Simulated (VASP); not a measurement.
# Sr13Li7Mg4 in VASP: notebook

Sr13Li7Mg4 is run at these levels: PBE; tasks: single point.

Program: VASP 6.6.1. These are calculated values, not measurements. Logs are shortened: lines on timing, memory, paths and dates and some standing lists are left out, and cuts for length are marked.

**1. The cell of the first run**

The cell holds a disordered packing, 24 atoms: a = 9.875 Å, b = 10.258 Å, c = 9.997 Å, α = 85.46°, β = 90.35°, γ = 91.64°.

**2. Single point, PBE**

INCAR reads:

```
PREC = Accurate
ENCUT = 650
EDIFF = 1E-6
ISMEAR = -1
SIGMA = 0.05
LREAL = Auto
LASPH = True
NELM = 120
ALGO = Normal
ISIF = 2
LWAVE = False
LCHARG = False
GGA = PE
ISYM = -1
NBANDS = 98
GGA_COMPAT = False
```

KPOINTS reads:

```
explicit points
1
Reciprocal
  0.25000000   0.25000000   0.25000000 1
```

POSCAR reads:

```
Sr13Li7Mg4
1.0
    9.8738250000     -0.1431370000     -0.0271780000
   -0.1431370000     10.2495160000      0.4011450000
   -0.0271780000      0.4011450000      9.9890070000
Sr Li Mg
13 7 4
Direct
    0.0332405040      0.8271830472      0.5626396164
    0.4171141057      0.2981712322      0.4341139643
    0.1235820379      0.4432432441      0.5920563377
    0.7157761494      0.9145458196      0.2028145422
    0.4380858718      0.5897997524      0.1181126488
    0.3086643305      0.9335971731      0.2418604813
    0.3737431890      0.0681792276      0.8266197867
    0.0691527728      0.1663964174      0.3187465324
    0.0431979960      0.8306156399      0.9796755297
    0.0582417052      0.4312001721      1.0049196181
    0.7100188015      0.2914772258      0.1299292572
    0.5511933485      0.6332646944      0.4924591971
    0.9762598053      0.1608220022      0.7552760597
    0.7261364218      0.0662656034      0.4830338812
    0.6204495300      0.6875466812      0.8593241214
    0.7873206941      0.4795246753      0.8143361874
    0.7073177559      0.8899856650      0.7117103014
    0.8615939476      0.5369761852      0.3271285212
    0.1026641590      0.6408752374      0.2600257773
    0.6961855288      0.2053837504      0.7946524881
    0.4817785264      0.4275787995      0.8257602261
    0.7721820917      0.3537889968      0.5307802545
    0.3380275378      0.2651680464      0.0873278071
    0.3247836476      0.7226927878      0.7797785477
```

Potentials or basis: VASP PAW PBE potentials, release 64 (Sr_sv, Li_sv, Mg).

Launch:

```bash
> cat potpaw_PBE.64/Sr_sv/POTCAR potpaw_PBE.64/Li_sv/POTCAR potpaw_PBE.64/Mg/POTCAR > POTCAR
> mpirun -np 1 vasp_std > vasp.out
```

OUTCAR:

```text
PREC = Accurate
   ENCUT = 650
   EDIFF = 1E-6
   ISMEAR = -1
   LREAL = Auto
   LASPH = True
   NELM = 120
   ISIF = 2
   GGA = PE
   ISYM = -1

 ion  position               nearest neighbor table
   1  0.033  0.827  0.563-  17 3.65  24 3.73  19 3.78   3 4.05   8 4.10  13 4.11   9 4.17   6 4.27
                             4 4.80   7 4.98
   2  0.417  0.298  0.434-  23 3.59  22 3.67   3 3.71  12 3.74   8 3.86   5 4.18  11 4.22  21 4.27
                             7 4.43   6 4.44
   3  0.124  0.443  0.592-  13 3.49  22 3.62   2 3.71  19 3.76  18 3.78  24 4.02   1 4.05   8 4.12
                            10 4.17  21 4.23  12 4.68   7 5.04
   4  0.716  0.915  0.203-  14 3.31  11 3.88   6 4.05   9 4.09  12 4.22   5 4.39   8 4.48   1 4.80

   5  0.438  0.590  0.118-  15 3.24  23 3.48  21 3.51  19 3.68  24 3.72  12 3.95   6 4.07  11 4.12
                             2 4.18  10 4.23   4 4.39   9 4.81
   6  0.309  0.934  0.242-   8 3.54  19 3.57  23 3.63   9 3.88   4 4.05   5 4.07   1 4.27   7 4.32
                             2 4.44  12 4.54
   7  0.374  0.068  0.827-  23 3.45  20 3.45  24 3.63  21 3.81  13 4.11   9 4.24   6 4.32   2 4.43
                             1 4.98   3 5.04  11 5.10
   8  0.069  0.166  0.319-   6 3.54  23 3.60  14 3.85   2 3.86  10 3.99   1 4.10   3 4.12  11 4.19
                            22 4.22  13 4.46   4 4.48   9 5.02
   9  0.043  0.831  0.980-  19 3.34  24 3.68   6 3.88  13 3.98   4 4.09  10 4.09   1 4.17   7 4.24
                             5 4.81   8 5.02
  10  0.058  0.431  0.005-  16 3.30  23 3.35  19 3.48  11 3.86  13 3.94   8 3.99   9 4.09   3 4.17
                             5 4.23
  11  0.710  0.291  0.130-  20 3.53  18 3.61  16 3.64  23 3.70  10 3.86   4 3.88  21 3.96   5 4.12
                            22 4.15   8 4.19   2 4.22  13 4.88   7 5.10
  12  0.551  0.633  0.492-  22 3.65  18 3.69   2 3.74  15 3.81  24 3.83  17 3.84  21 3.85   5 3.95
                             4 4.22   6 4.54   3 4.68
  13  0.976  0.161  0.755-  20 2.85   3 3.49  22 3.53  14 3.83  17 3.84  10 3.94   9 3.98   7 4.11
                             1 4.11   8 4.46  11 4.88
  14  0.726  0.066  0.483-  22 3.05   4 3.31  13 3.83   8 3.85
  15  0.620  0.688  0.859-  17 2.58  21 3.00  24 3.05   5 3.24  12 3.81
  16  0.787  0.480  0.814-  21 3.05  10 3.30  11 3.64
  17  0.707  0.890  0.712-  15 2.58   1 3.65  13 3.84  12 3.84
  18  0.862  0.537  0.327-  22 2.79  11 3.61  12 3.69   3 3.78
  19  0.103  0.641  0.260-   9 3.34  10 3.48   6 3.57   5 3.68   3 3.76   1 3.78
  20  0.696  0.205  0.795-  13 2.85  22 3.03   7 3.45  11 3.53
  21  0.482  0.428  0.826-  15 3.00  16 3.05  23 3.29  24 3.44   5 3.51   7 3.81  12 3.85  11 3.96
                             3 4.23   2 4.27
  22  0.772  0.354  0.531-  18 2.79  20 3.03  14 3.05  13 3.53   3 3.62  12 3.65   2 3.67  11 4.15
                             8 4.22
  23  0.338  0.265  0.087-  21 3.29  10 3.35   7 3.45   5 3.48   2 3.59   8 3.60   6 3.63  11 3.70

  24  0.325  0.723  0.780-  15 3.05  21 3.44   7 3.63   9 3.68   5 3.72   1 3.73  12 3.83   3 4.02

IMPORTANT INFORMATION: All symmetrisations will be switched off!
NOSYMM: (Re-)initialisation of all symmetry stuff for point group C_1.

[... 113 lines left out ...]
   IALGO  =     38    algorithm
   IMIX   =      4    mixing-type and parameters
     AMIX     =   0.40;   BMIX     =  1.00
     AMIX_MAG =   1.60;   BMIX_MAG =  1.00
  volume/ion in A,a.u.               =      42.05       283.74
  Fermi-wavevector in a.u.,A,eV,Ry     =   0.884222  1.670937 10.637690  0.781848
  Thomas-Fermi vector in A             =   2.005093
   LORBIT       =      0    0 simple, 1 ext, 2 COOP (PROOUT), +10 PAW based schemes
   GGA     = PE    functional components
   LHFCALC =     F    Hartree Fock is set to
   AEXX    =    0.0000 exact exchange contribution
   IVDW    =     0    specifies the selected vdW correction
   LEPSILON=     F    determine dielectric tensor
   LRPA    =     F    only Hartree local field effects (RPA)
 non-spin polarized calculation
  energy-cutoff  :      650.00
  volume of cell :     1009.11
 maximum number of plane-waves:     37974
 NGX is ok and might be reduce to    84
   NGX = 41   NGY = 43   NGZ = 41

 number of electron     159.0000007 magnetization

 Free energy of the ion-electron system (eV)
  ---------------------------------------------------
  ext. energy  EPLUGINS =         0.00000000
  ---------------------------------------------------
  free energy    TOTEN  =       -36.62499285 eV

  energy without entropy =      -36.40682229  energy(sigma->0) =      -36.51590757

 E-fermi :   1.2240     XC(G=0):  -7.2099

 val. band max:        1.1495149647   @ k =   0.2500   0.2500   0.2500
 cond. band min:       1.2342084298   @ k =   0.2500   0.2500   0.2500
 fundamental gap:      0.0846934650
 Fermi energy:         1.2239939027

 k-point     1 :       0.2500    0.2500    0.2500
  band No.  band energies     occupation
      1     -45.8863      2.00000
      2     -45.7279      2.00000
      3     -45.6899      2.00000
      4     -45.6527      2.00000
      5     -45.6361      2.00000
      6     -45.6073      2.00000
[... 83 lines left out ...]
     90       1.9382      0.00000
     91       1.9676      0.00000
 [bands above 91 left out]

------------------------ aborting loop because EDIFF is reached ----------------------------------------

  FORCE on cell =-STRESS in cart. coord.  units (eV):
  Direction    XX          YY          ZZ          XY          YZ          ZX
  --------------------------------------------------------------------------------------
  -------------------------------------------------------------------------------------
  Total        1.1827732      3.3462311     -3.1628414     -1.7577849     -3.8976297     -5.1147932
  in kB        1.8779070      5.3128619     -5.0216912     -2.7908618     -6.1883259     -8.1208348
  external PRESSURE =       0.7230259 kB  Pullay stress =       0.0000000 kB

 VOLUME and BASIS-vectors are now :
 -----------------------------------------------------------------------------
  energy-cutoff  :      650.00
  volume of cell :     1009.11
      direct lattice vectors                 reciprocal lattice vectors
     9.873825000 -0.143137000 -0.027178000     0.101298860  0.001406086  0.000219146
    -0.143137000 10.249516000  0.401145000     0.001406086  0.097738688 -0.003921228
    -0.027178000  0.401145000  9.989007000     0.000219146 -0.003921228  0.100268118

 POSITION                                       TOTAL-FORCE (eV/Angst)
 -----------------------------------------------------------------------------------
      0.19452      8.69917      5.95113        -0.127475     -0.126720     -0.137846
      4.06403      3.17055      4.44464         0.470219     -0.601362      0.052517
      1.14069      4.76284      6.08850         0.158866      0.920027     -0.005469
      6.93103      9.35256      2.37333         0.236784     -0.435272     -0.298610
      4.23795      6.02984      1.40452        -0.238924      0.139517      0.042686
      2.90749      9.62176      2.78206         0.593511     -0.322460      0.201373
[... 16 lines left out ...]
      3.29730      2.70449      0.96950         0.188820     -0.226519      0.030561
      3.08222      7.67357      8.07029        -0.056509     -0.250384     -0.061232
 -----------------------------------------------------------------------------------
    total drift:                                0.002375      0.003092      0.008012

  FREE ENERGIE OF THE ION-ELECTRON SYSTEM (eV)
  ---------------------------------------------------
  free  energy   TOTEN  =       -36.6249928548 eV

  energy  without entropy=      -36.4068222917  energy(sigma->0) =      -36.51590757
```

Run time: 4.2 min. Hardware: 1 thread of Intel Xeon Platinum 8488C (Sapphire Rapids), shared host; peak memory 1.1 GiB.

Results:

- Free energy: -36.6250 eV
- Pressure: 0.1 GPa
- Largest force: 0.952 eV/Å
- Band gap on the k mesh: zero (an odd number of electrons rules out a gap without spin polarisation)

Forces in eV/Å, atoms in the order of the input:
```
Sr  -0.127 -0.127 -0.138
Sr   0.470 -0.601  0.053
Sr   0.159  0.920 -0.005
Sr   0.237 -0.435 -0.299
Sr  -0.239  0.140  0.043
Sr   0.594 -0.322  0.201
Sr   0.155 -0.185 -0.273
Sr  -0.879  0.352  0.097
Sr  -0.276 -0.073 -0.248
Sr   0.437  0.314 -0.023
Sr  -0.413  0.181  0.083
Sr   0.092  0.591  0.553
Sr   0.341 -0.761  0.054
Li  -0.022  0.174  0.159
Li   0.124 -0.016  0.163
Li  -0.042  0.070 -0.331
Li   0.033  0.359  0.046
Li  -0.194  0.171 -0.222
Li   0.379 -0.038  0.263
Li  -0.725  0.051  0.009
Mg  -0.176 -0.150 -0.152
Mg  -0.059 -0.136 -0.003
Mg   0.189 -0.227  0.031
Mg  -0.057 -0.250 -0.061
```

Caveat: the atoms stand as in a frame of molecular dynamics.

**3. Single point, PBE**

INCAR reads:

```
ALGO = Normal
EDIFF = 1E-6
ENCUT = 650
GGA = PE
GGA_COMPAT = F
ISIF = 2
ISMEAR = -1
ISYM = -1
LASPH = T
LCHARG = F
LREAL = Auto
LWAVE = F
NBANDS = 98
NELM = 120
PREC = Accurate
SIGMA = 0.05
```

KPOINTS is that of step 2.

POSCAR reads:

```
Sr13Li7Mg4
1.0
    9.8738250000     -0.1431370000     -0.0271780000
   -0.1431370000     10.2495160000      0.4011450000
   -0.0271780000      0.4011450000      9.9890070000
Sr Li Mg
13 7 4
Direct
    0.0338744879      0.8259936595      0.5618703055
    0.4123084032      0.2919824077      0.4373586318
    0.1230978128      0.4470406559      0.5890500856
    0.7134305352      0.9137987444      0.2060064447
    0.4438453098      0.5944104206      0.1183601192
    0.3109081661      0.9298090165      0.2458514269
    0.3713575171      0.0677355108      0.8285627383
    0.0685145328      0.1700703308      0.3104772301
    0.0412765138      0.8274710804      0.9777888760
    0.0582713045      0.4325454312      0.0007141111
    0.7099936336      0.2919581894      0.1303948069
    0.5558074991      0.6365517660      0.4954694874
    0.9709339270      0.1605792353      0.7581077363
    0.7179321273      0.0682960372      0.4786407043
    0.6325320969      0.6857638444      0.8607716683
    0.7832198917      0.4811953229      0.7959854520
    0.6995558122      0.9094013086      0.7174439601
    0.8467241835      0.5418793090      0.3145718182
    0.0936500285      0.6432045521      0.2597550418
    0.6656888331      0.2208016097      0.7946928688
    0.4876119950      0.4333625991      0.8088631912
    0.7654914664      0.3432149329      0.5273759016
    0.3471394983      0.2618410551      0.0866330685
    0.3250420599      0.7175584873      0.7873371191
```

Potentials or basis: VASP PAW PBE potentials, release 64 (Sr_sv, Li_sv, Mg).

Launch:

```bash
> cat potpaw_PBE.64/Sr_sv/POTCAR potpaw_PBE.64/Li_sv/POTCAR potpaw_PBE.64/Mg/POTCAR > POTCAR
> mpirun -np 1 vasp_std > vasp.out
```

OUTCAR:

```text
EDIFF = 1E-6
   ENCUT = 650
   GGA = PE
   ISIF = 2
   ISMEAR = -1
   ISYM = -1
   LASPH = T
   LREAL = Auto
   NELM = 120
   PREC = Accurate

 ion  position               nearest neighbor table
   1  0.034  0.826  0.562-  19 3.74  24 3.78  17 3.81   3 4.00  13 4.15   9 4.16   8 4.17   6 4.24
                             4 4.80   7 4.98  12 5.11
   2  0.412  0.292  0.437-  23 3.60  22 3.63   3 3.70   8 3.83  14 3.84  12 3.86  21 4.15  11 4.26
[... 293 lines left out ...]
  Total       -0.1097662      3.4832969     -3.5874755     -2.0343642     -3.3044556     -4.6441491
  in kB       -0.1742774      5.5304834     -5.6958893     -3.2299909     -5.2465344     -7.3735860
  external PRESSURE =      -0.1132278 kB  Pullay stress =       0.0000000 kB

 VOLUME and BASIS-vectors are now :
 -----------------------------------------------------------------------------
  energy-cutoff  :      650.00
  volume of cell :     1009.11
      direct lattice vectors                 reciprocal lattice vectors
     9.873825000 -0.143137000 -0.027178000     0.101298860  0.001406086  0.000219146
    -0.143137000 10.249516000  0.401145000     0.001406086  0.097738688 -0.003921228
    -0.027178000  0.401145000  9.989007000     0.000219146 -0.003921228  0.100268118

 POSITION                                       TOTAL-FORCE (eV/Angst)
 -----------------------------------------------------------------------------------
      0.20097      8.68658      5.94295        -0.189158     -0.015141     -0.081530
      4.01738      3.10911      4.47470         0.582083     -0.445320      0.037825
      1.13545      4.80063      6.06001         0.064911      0.796671     -0.006285
      6.90789      9.34652      2.40498         0.310091     -0.391992     -0.370621
      4.29415      6.07637      1.40868        -0.279647     -0.048738      0.013709
      2.93008      9.58421      2.82035         0.473888     -0.262559      0.181387
[... 16 lines left out ...]
      3.38776      2.66881      0.96098         0.092191     -0.063831      0.012597
      3.08530      7.62394      8.14373        -0.041956     -0.204403     -0.142091
 -----------------------------------------------------------------------------------
    total drift:                               -0.002726     -0.000003      0.003261

  FREE ENERGIE OF THE ION-ELECTRON SYSTEM (eV)
  ---------------------------------------------------
  free  energy   TOTEN  =       -36.9808272397 eV

  energy  without entropy=      -36.7570645870  energy(sigma->0) =      -36.86894591
```

OSZICAR:

```text
N       E                     dE             d eps       ncg     rms          rms(c)
DAV:   1     0.138521640363E+04    0.13852E+04   -0.75211E+04   196   0.164E+03
DAV:   2     0.130337146978E+03   -0.12549E+04   -0.12152E+04   212   0.391E+02
DAV:   3    -0.129884408416E+02   -0.14333E+03   -0.13972E+03   294   0.996E+01
DAV:   4    -0.350189232309E+02   -0.22030E+02   -0.21736E+02   320   0.354E+01
DAV:   5    -0.382207114134E+02   -0.32018E+01   -0.31953E+01   304   0.106E+01    0.423E+01
DAV:   6    -0.370600072858E+02    0.11607E+01   -0.40463E+00   240   0.529E+00    0.255E+01
DAV:   7    -0.369892031057E+02    0.70804E-01   -0.21673E+00   256   0.353E+00    0.440E+00
DAV:   8    -0.369815839474E+02    0.76192E-02   -0.41946E-01   280   0.127E+00    0.120E+00
DAV:   9    -0.369805370046E+02    0.10469E-02   -0.30433E-02   288   0.384E-01    0.560E-01
DAV:  10    -0.369805776995E+02   -0.40695E-04   -0.54751E-03   272   0.180E-01    0.183E-01
DAV:  11    -0.369807835225E+02   -0.20582E-03   -0.10653E-03   320   0.706E-02    0.562E-02
DAV:  12    -0.369808178037E+02   -0.34281E-04   -0.90806E-05   288   0.232E-02    0.243E-02
DAV:  13    -0.369808269915E+02   -0.91878E-05   -0.16932E-05   264   0.119E-02    0.906E-03
DAV:  14    -0.369808272397E+02   -0.24825E-06   -0.31733E-06   184   0.459E-03
   1 F= -.36980827E+02 E0= -.36868946E+02  d E =-.223763E+00
```

Run time: 4.1 min. Hardware: 1 thread of Intel Xeon Platinum 8488C (Sapphire Rapids), shared host; peak memory 1.1 GiB.

What came out:

* Free energy: -36.9808 eV
* Pressure: 0.0 GPa
* Largest force: 0.921 eV/Å
* Band gap on the k mesh: zero (an odd number of electrons rules out a gap without spin polarisation)

Forces in eV/Å, atoms in the order of the input:
```
Sr  -0.189 -0.015 -0.082
Sr   0.582 -0.445  0.038
Sr   0.065  0.797 -0.006
Sr   0.310 -0.392 -0.371
Sr  -0.280 -0.049  0.014
Sr   0.474 -0.263  0.181
Sr   0.006 -0.287 -0.280
Sr  -0.884  0.235  0.108
Sr  -0.272 -0.017 -0.200
Sr   0.472  0.332 -0.033
Sr  -0.363  0.157  0.035
Sr   0.035  0.475  0.482
Sr  -0.024 -0.645  0.063
Li  -0.016  0.102  0.174
Li   0.131  0.101  0.113
Li   0.174  0.037 -0.227
Li   0.011  0.207  0.083
Li  -0.162  0.104 -0.087
Li   0.382 -0.077  0.242
Li  -0.092 -0.135 -0.088
Mg  -0.471 -0.048  0.104
Mg   0.059  0.093 -0.136
Mg   0.092 -0.064  0.013
Mg  -0.042 -0.204 -0.142
```

Stress tensor (GPa, compression positive):
```
-0.02 -0.32 -0.74
-0.32  0.55 -0.52
-0.74 -0.52 -0.57
```

Caveat: the atoms stand as in a frame of molecular dynamics.
